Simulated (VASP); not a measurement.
Set up this calculation in VASP 6.6.1, as the native input.

```yaml
Task: single point
Functional: HF
Potentials_or_basis: VASP PAW PBE potentials, release 64 (Rb_sv, Br)
Cutoff: 520 eV
k_mesh: 4 × 4 × 4
Occupations: gaussian, width 0.01 eV
Spin: no spin polarisation
Dipole_correction: no
Grid_for_exact_exchange_PRECFOCK: Normal
Further_INCAR_settings: ALGO = Normal; EDIFF = 1e-06; NBANDS = 15
```

RbBr:

```
Rb Br
1.0
     0.00000    3.86950    3.86950
     3.86950    0.00000    3.86950
     3.86950    3.86950    0.00000
Rb Br
1 1
Direct
  0.00000 0.00000 0.00000
  0.25000 0.25000 0.25000
```

The input as run:

POSCAR

```
RbBr
1.0
    0.0000000000      3.8694971258      3.8694971258
    3.8694971258      0.0000000000      3.8694971258
    3.8694971258      3.8694971258      0.0000000000
Rb Br
1 1
Direct
    0.0000000000      0.0000000000      0.0000000000
    0.2500000000      0.2500000000      0.2500000000
```

INCAR.step1

```
SYSTEM = RbBr
  PREC = Accurate
  ENCUT = 520
  EDIFF = 1E-5
  ISMEAR = 0
  SIGMA = 0.01
  LREAL = .FALSE.
  LASPH = .TRUE.
  NELM = 100
  ALGO = Normal
  ISIF = 2
  LWAVE = .TRUE.
  LCHARG = .FALSE.
  NBANDS = 15
  GGA = PE
```

INCAR.step2

```
SYSTEM = RbBr
  PREC = Accurate
  ENCUT = 520
  EDIFF = 1E-6
  ISMEAR = 0
  SIGMA = 0.01
  LREAL = .FALSE.
  LASPH = .TRUE.
  NELM = 100
  ALGO = Normal
  ISIF = 2
  LWAVE = .FALSE.
  LCHARG = .FALSE.
  GGA = PE
  LHFCALC = .TRUE.
  AEXX = 1.0
  ALDAC = 0.0
  AGGAC = 0.0
  PRECFOCK = Normal
  NBANDS = 15
  ISTART = 1
```

KPOINTS

```
Automatic mesh
0
G
  4 4 4
  0 0 0
```

Potentials or basis: VASP PAW PBE potentials, release 64 (Rb_sv, Br).

Launch:

```sh
$ cat potpaw_PBE.64/Rb_sv/POTCAR potpaw_PBE.64/Br/POTCAR > POTCAR
$ cp INCAR.step1 INCAR
$ mpirun -np 1 vasp_std > vasp.out
$ cp INCAR.step2 INCAR
$ mpirun -np 1 vasp_std > vasp.out
```

Results of the run:

The pressure is 0.9 GPa and the band gap on the k mesh is 10.98 eV, indirect (least direct gap 11.07 eV).

Caveat: the PAW data sets were made with another functional, which shifts forces and pressure a little.

It took 9.5 min on 1 thread of Intel(R) Xeon(R) Platinum 8375C CPU @ 2.90GHz (Ice Lake) (shared host), peak memory 0.27 GiB.
